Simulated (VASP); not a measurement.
# Mg (P6_3/mmc) in VASP: density of states with PBEsol

Aim: the density of states of Mg with PBEsol.

Everything below comes from runs of VASP 6.6.1. Logs are shortened: lines on timing, memory, paths and dates and some standing lists are left out, and cuts for length are marked.

## Step 1: The cell of the first run

The structure is hexagonal, space group P6_3/mmc (No. 194). The conventional cell has a = 3.184 Å, b = 3.184 Å, c = 5.127 Å, α = 90.00°, β = 90.00°, γ = 120.00°. Mg (site symmetry -6m2) has 12 Mg at 3.15 to 3.18 Å within 4.2 Å.

## Step 2: Density of states, PBEsol

POSCAR reads:

```
Mg
1.0
    3.1836393167      0.0000000000      0.0000000000
   -1.5918196583      2.7571125247      0.0000000000
    0.0000000000      0.0000000000      5.1269776104
Mg
2
Direct
    0.3333333333      0.6666666667      0.7500000000
    0.6666666667      0.3333333333      0.2500000000
```

INCAR.step1 reads:

```
SYSTEM = Mg
  PREC = Accurate
  ENCUT = 520
  EDIFF = 1E-7
  ISMEAR = 0
  SIGMA = 0.05
  LREAL = .FALSE.
  LASPH = .TRUE.
  NELM = 100
  ALGO = Normal
  ISIF = 2
  LWAVE = .FALSE.
  LCHARG = .TRUE.
  GGA = PS
  NBANDS = 9
```

KPOINTS.step1 reads:

```
Automatic mesh
0
G
  16 16 8
  0 0 0
```

INCAR.step2 reads:

```
SYSTEM = Mg
  PREC = Accurate
  ENCUT = 520
  EDIFF = 1E-7
  ISMEAR = -5
  SIGMA = 0.05
  LREAL = .FALSE.
  LASPH = .TRUE.
  NELM = 100
  ALGO = Normal
  ISIF = 2
  LWAVE = .FALSE.
  LCHARG = .FALSE.
  GGA = PS
  LORBIT = 10
  NBANDS = 9
  NEDOS = 2001
  ICHARG = 11
```

KPOINTS.step2 reads:

```
Automatic mesh
0
G
  24 24 12
  0 0 0
```

Potentials or basis: VASP PAW PBE potentials, release 64 (Mg).

The run is started by

```sh
$ cat potpaw_PBE.64/Mg/POTCAR > POTCAR
$ cp INCAR.step1 INCAR
$ cp KPOINTS.step1 KPOINTS
$ mpirun -np 1 vasp_std > vasp.out
$ cp INCAR.step2 INCAR
$ cp KPOINTS.step2 KPOINTS
$ mpirun -np 1 vasp_std > vasp.out
```

OUTCAR:

```text
SYSTEM = Mg
   PREC = Accurate
   ENCUT = 520
   EDIFF = 1E-7
   ISMEAR = -5
   LREAL = .FALSE.
   LASPH = .TRUE.
   NELM = 100
   ISIF = 2
   GGA = PS
   LORBIT = 10
   ICHARG = 11

 ion  position               nearest neighbor table
   1  0.333  0.667  0.750-   2 3.15   2 3.15   2 3.15   2 3.15   2 3.15   2 3.15
   2  0.667  0.333  0.250-   1 3.15   1 3.15   1 3.15   1 3.15   1 3.15   1 3.15

  LATTYP: Found a hexagonal cell.
 ALAT       =     3.1836393167
 C/A-ratio  =     1.6104140892

  Lattice vectors:

 A1 = (   3.1836393167,   0.0000000000,   0.0000000000)
 A2 = (  -1.5918196583,   2.7571125247,   0.0000000000)
 A3 = (   0.0000000000,   0.0000000000,   5.1269776104)

Analysis of symmetry for initial positions (statically):
=====================================================================
 Subroutine PRICEL returns:
 Original cell was already a primitive cell.

 Routine SETGRP: Setting up the symmetry group for a
 hexagonal supercell.

 Subroutine GETGRP returns: Found 24 space group operations
 (whereof 12 operations were pure point group operations)
 out of a pool of 24 trial point group operations.

The static configuration has the point symmetry D_3d.
 The point group associated with its full space group is D_6h.

Analysis of symmetry for dynamics (positions and initial velocities):
=====================================================================
 Subroutine PRICEL returns:
 Original cell was already a primitive cell.

 Routine SETGRP: Setting up the symmetry group for a
 hexagonal supercell.

 Subroutine GETGRP returns: Found 24 space group operations
 (whereof 12 operations were pure point group operations)
 out of a pool of 24 trial point group operations.

The dynamic configuration has the point symmetry D_3d.
 The point group associated with its full space group is D_6h.

 Subroutine INISYM returns: Found 24 space group operations
 (whereof 12 operations are pure point group operations),
 and found     1 'primitive' translations

----------------------------------------------------------------------------------------

                                     Primitive cell

  volume of cell :      45.0028

  direct lattice vectors                    reciprocal lattice vectors
     3.183639317  0.000000000  0.000000000     0.314105934  0.181349145  0.000000000
    -1.591819658  2.757112525  0.000000000     0.000000000  0.362698291  0.000000000
     0.000000000  0.000000000  5.126977610     0.000000000  0.000000000  0.195046688

  length of vectors
     3.183639317  3.183639317  5.126977610     0.362698291  0.362698291  0.195046688

  position of ions in fractional coordinates (direct lattice)
     0.333333333  0.666666667  0.750000000
     0.666666667  0.333333333  0.250000000

  ion indices of the primitive-cell ions
   primitive index   ion index
                 1           1
                 2           2

----------------------------------------------------------------------------------------

 KPOINTS: Automatic mesh

Automatic generation of k-mesh.
 Grid dimensions read from file:
 generate k-points for:   24   24   12

 Generating k-lattice:

  Cartesian coordinates                     Fractional coordinates (reciprocal lattice)
     0.013087747  0.007556214  0.000000000     0.041666667  0.000000000  0.000000000
     0.000000000  0.015112429  0.000000000     0.000000000  0.041666667  0.000000000
     0.000000000  0.000000000  0.016253891     0.000000000  0.000000000  0.083333333

  Length of vectors
     0.015112429  0.015112429  0.016253891

  Shift w.r.t. Gamma in fractional coordinates (k-lattice)
     0.000000000  0.000000000  0.000000000

 TETIRR: Found   7014 inequivalent tetrahedra from    41472

 Subroutine IBZKPT returns following result:
 ===========================================

 Found    427 irreducible k-points:

 Following reciprocal coordinates:
            Coordinates               Weight
  0.000000  0.000000  0.000000      1.000000
  0.041667  0.000000  0.000000      6.000000
  0.083333  0.000000  0.000000      6.000000
  0.125000  0.000000  0.000000      6.000000
  0.166667  0.000000  0.000000      6.000000
  0.208333  0.000000  0.000000      6.000000
[... 16 lines left out ...]
  0.416667  0.041667  0.000000     12.000000
  0.458333  0.041667  0.000000     12.000000
 [... further k-points ...]
   k-points           NKPTS =    427   k-points in BZ     NKDIM =    427   number of bands    NBANDS=      9
   number of dos      NEDOS =   2001   number of ions     NIONS =      2
   total plane-waves  NPLWV =  23040
   dimension x,y,z NGX =    24 NGY =   24 NGZ =   40
   dimension x,y,z NGXF=    48 NGYF=   48 NGZF=   80
   ions per type =               2
   NGX,Y,Z   is equivalent  to a cutoff of  12.53, 12.53, 12.97 a.u.
   NGXF,Y,Z  is equivalent  to a cutoff of  25.07, 25.07, 25.94 a.u.
 SYSTEM =  Mg
   PREC   = accura    normal or accurate (medium, high low for compatibility)
   ISTART =      0    job   : 0-new  1-cont  2-samecut
   ICHARG =     11    charge: 1-file 2-atom 10-const
   ISPIN  =      1    spin polarized calculation?
   LNONCOLLINEAR =      F non collinear calculations
   LSORBIT =      F    spin-orbit coupling
   LASPH  =      T    aspherical Exc in radial PAW
   ENCUT  =  520.0 eV  38.22 Ry    6.18 a.u.   5.92  5.92  9.53*2*pi/ulx,y,z
   NELM   =    100;   NELMIN=  2; NELMDL=  0     # of ELM steps
   EDIFF  = 0.1E-06   stopping-criterion for ELM
   LREAL  =      F    real-space projection
   EDIFFG = 0.1E-05   stopping-criterion for IOM
   NSW    =      0    number of steps for IOM
   IBRION =     -1    ionic relax: 0-MD 1-quasi-New 2-CG
   NFREE  =      0    steps in history (QN), initial steepest desc. (CG)
   ISIF   =      2    stress and relaxation
   ISYM   =      2    0-nonsym 1-usesym 2-fastsym
   POTIM  = 0.5000    time-step for ionic-motion
   TEBEG  =    0.0;   TEEND  =   0.0 temperature during run
   PSTRESS=    0.0 pullay stress
   NELECT =       4.0000    total number of electrons
   NUPDOWN=      -1.0000    fix difference up-down
   EMIN   =  10.00;   EMAX   =-10.00  energy-range for DOS
   EFERMI =   0.00;   METHOD = LEGACY
   ISMEAR =    -5;   SIGMA  =   0.05  broadening in eV -4-tet -1-fermi 0-gaus
   EFERMI_NEDOS =   21; number of points for ismear=-14 and -15
   IALGO  =     38    algorithm
   IMIX   =      4    mixing-type and parameters
     AMIX     =   0.40;   BMIX     =  1.00
     AMIX_MAG =   1.60;   BMIX_MAG =  1.00
  volume/ion in A,a.u.               =      22.50       151.85
  Fermi-wavevector in a.u.,A,eV,Ry     =   0.730603  1.380640  7.262532  0.533781
  Thomas-Fermi vector in A             =   1.822614
   LORBIT       =     10    0 simple, 1 ext, 2 COOP (PROOUT), +10 PAW based schemes
   GGA     = PS    functional components
   LHFCALC =     F    Hartree Fock is set to
   AEXX    =    0.0000 exact exchange contribution
   IVDW    =     0    specifies the selected vdW correction
   LEPSILON=     F    determine dielectric tensor
   LRPA    =     F    only Hartree local field effects (RPA)
 non-spin polarized calculation
 Fermi weights with tetrahedron method with Bloechl corrections
  energy-cutoff  :      520.00
  volume of cell :       45.00
 maximum number of plane-waves:      1230
 NGX is ok and might be reduce to    24

 number of electron       4.0000000 magnetization

 Free energy of the ion-electron system (eV)
  ---------------------------------------------------
  ext. energy  EPLUGINS =         0.00000000
  ---------------------------------------------------
  free energy    TOTEN  =        -3.44753297 eV

  energy without entropy =       -3.44753297  energy(sigma->0) =       -3.44753297

 E-fermi :   2.7157     XC(G=0):  -8.5966

 val. band max:        2.8730659401   @ k =   0.3333   0.3333   0.5000
 cond. band min:       2.6103585356   @ k =   0.3333   0.3333   0.3333
 fundamental gap:     -0.2627074045
 Fermi energy:         2.7157078448

 k-point     1 :       0.0000    0.0000    0.0000
  band No.  band energies     occupation
      1      -4.3191      2.00000
      2       1.0212      2.00000
      3       1.5353      2.00000
      4      13.6522      0.00000
      5      13.6522      0.00000
      6      13.7909      0.00000
      7      13.7909      0.00000
      8      14.6705      0.00000
      9      16.2314      0.00000

 k-point     2 :       0.0417    0.0000    0.0000
  band No.  band energies     occupation
      1      -4.2847      2.00000
      2       1.0525      2.00000
      3       1.5687      2.00000
      4      12.6553      0.00000
      5      13.0599      0.00000
      6      13.7900      0.00000
      7      14.4327      0.00000
      8      15.1586      0.00000
      9      16.7468      0.00000

 k-point     3 :       0.0833    0.0000    0.0000
  band No.  band energies     occupation
      1      -4.1814      2.00000
      2       1.1466      2.00000
      3       1.6687      2.00000
      4      11.3808      0.00000
      5      12.4583      0.00000
      6      13.2864      0.00000
      7      15.1711      0.00000
      8      15.6110      0.00000
      9      16.1245      0.00000

 k-point     4 :       0.1250    0.0000    0.0000
  band No.  band energies     occupation
      1      -4.0095      2.00000
      2       1.3035      2.00000
      3       1.8343      2.01463
      4      10.0961      0.00000
      5      11.9125      0.00000
      6      12.6827      0.00000
      7      14.8754      0.00000
      8      15.4204      0.00000
      9      15.8740      0.00000

 k-point     5 :       0.1667    0.0000    0.0000
  band No.  band energies     occupation
      1      -3.7693      2.00000
      2       1.5233      2.00000
      3       2.0635      2.20031
      4       8.8443      0.00000
      5      11.4239      0.00000
      6      12.0559      0.00000
      7      13.6322      0.00000
      8      14.6723      0.00000
      9      16.0911      0.00000

 k-point     6 :       0.2083    0.0000    0.0000
  band No.  band energies     occupation
      1      -3.4614      2.00000
      2       1.8060      2.00000
      3       2.3525      1.87912
      4       7.6418      0.00000
      5      10.9931      0.00000
      6      11.4158      0.00000
      7      12.4244      0.00000
      8      13.8404      0.00000
      9      15.5733      0.00000
[... 169 lines left out ...]
 k-point    21 :       0.3333    0.0417    0.0000
  band No.  band energies     occupation
      1      -1.8365      2.00000
      2       3.2605     -0.39828
      3       3.3158      0.00000
      4       4.4814      0.00000
      5       8.6131      0.00000
      6       8.6459      0.00000
      7       9.8724      0.00000
      8      12.1523      0.00000
      9      14.1693      0.00000

 k-point    22 :       0.3750    0.0417    0.0000
  band No.  band energies     occupation
      1      -1.2348      2.00000
      2       2.5916      1.68114
      3       3.8821      0.00000
      4       4.7477      0.00000
      5       7.6977      0.00000
      6       8.0114      0.00000
      7       9.4755      0.00000
      8      11.8974      0.00000
      9      13.6441      0.00000

 k-point    23 :       0.4167    0.0417    0.0000
  band No.  band energies     occupation
      1      -0.5714      2.00000
      2       1.7534      2.00000
      3       4.5094      0.00000
      4       5.2885      0.00000
      5       6.8154      0.00000
      6       7.3335      0.00000
      7       9.2473      0.00000
      8      11.7328      0.00000
      9      13.5132      0.00000

 k-point    24 :       0.4583    0.0417    0.0000
  band No.  band energies     occupation
      1       0.1512      2.00000
      2       0.9296      2.00000
      3       5.1815      0.00000
      4       5.8985      0.00000
      5       6.0155      0.00000
      6       6.6558      0.00000
      7       9.1443      0.00000
      8      11.6519      0.00000
      9      13.4477      0.00000

 [... further k-points ...]

------------------------ aborting loop because EDIFF is reached ----------------------------------------

  FORCE on cell =-STRESS in cart. coord.  units (eV):
  Direction    XX          YY          ZZ          XY          YZ          ZX
  --------------------------------------------------------------------------------------
  -------------------------------------------------------------------------------------
  Total       -0.0535813     -0.0535813      0.0288082     -0.0000000      0.0000000      0.0000000
  in kB       -1.9075846     -1.9075846      1.0256198     -0.0000000      0.0000000      0.0000000
  external PRESSURE =      -0.9298498 kB  Pullay stress =       0.0000000 kB

 VOLUME and BASIS-vectors are now :
 -----------------------------------------------------------------------------
  energy-cutoff  :      520.00
  volume of cell :       45.00
      direct lattice vectors                 reciprocal lattice vectors
     3.183639317  0.000000000  0.000000000     0.314105934  0.181349145  0.000000000
    -1.591819658  2.757112525  0.000000000     0.000000000  0.362698291  0.000000000
     0.000000000  0.000000000  5.126977610     0.000000000  0.000000000  0.195046688

 POSITION                                       TOTAL-FORCE (eV/Angst)
 -----------------------------------------------------------------------------------
     -0.00000      1.83808      3.84523         0.000000     -0.000000      0.000000
      1.59182      0.91904      1.28174        -0.000000      0.000000      0.000000
 -----------------------------------------------------------------------------------
    total drift:                               -0.000000      0.000000     -0.000000

  FREE ENERGIE OF THE ION-ELECTRON SYSTEM (eV)
  ---------------------------------------------------
  free  energy   TOTEN  =        -3.4475329742 eV

  energy  without entropy=       -3.4475329742  energy(sigma->0) =       -3.44753297

 total charge

# of ion       s       p       d       tot
------------------------------------------
    1        0.207   0.131   0.012   0.350
    2        0.207   0.131   0.012   0.350
--------------------------------------------------
tot          0.415   0.262   0.024   0.700
```

It took 35 s on 1 thread of Intel Xeon Platinum 8559C (Emerald Rapids), shared host; peak memory 0.28 GiB.

Results:

```yaml
Valence_electrons_inside_the_program's_atomic_spheres: Mg 0.35
```

Caveat: the PAW data sets were made with another functional, which shifts forces and pressure a little; tetrahedron occupations give inexact forces and stress in metals.
